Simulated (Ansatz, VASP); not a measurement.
**Hf in VASP and in Ansatz**

```
CELL_PARAMETERS angstrom
0.00000 2.22000 2.22000
2.22000 0.00000 2.22000
2.22000 2.22000 0.00000
ATOMIC_POSITIONS crystal
Hf 0.00000 0.00000 0.00000
```

Alike in both runs: task relaxation of cell and atoms; functional B3LYP; k mesh 5 × 5 × 5; occupations fermi-dirac, width 0.05 eV; no spin polarisation.

|  | VASP | Ansatz |
| --- | --- | --- |
| version | VASP 6.6.1 | Ansatz 0.2.0 |
| potentials or method | VASP PAW PBE potentials, release 64 (Hf_pv) | Ansatz PAW |
| plane-wave cutoff (eV) | 600 | 420 |
| valence electrons in the cell | 10 | 26 |

```csv
,VASP,Ansatz,Ansatz less VASP
"gap on the k mesh at the Fermi level, each at its own relaxed structure (eV)",none,none,-
relaxed volume (Å³/atom),22.76,23.06,+0.306
relaxed cell length with the largest relative difference (Å),3.181,3.195,+0.0142
```

VASP's potentials were made for PBE, not for B3LYP. A gap of «none» marks a metal or a gap that the smearing closes. VASP's potentials hold 10 valence electrons a cell and Ansatz's 26, so a difference there can come from the potentials and not from the codes.

The k mesh is coarse, so the values compare programs but aren't converged. Neither program's run includes spin-orbit coupling. Noted on Ansatz's run: the plane-wave basis is chosen anew once the cell has moved, so the energies of steps on either side of that aren't comparable.
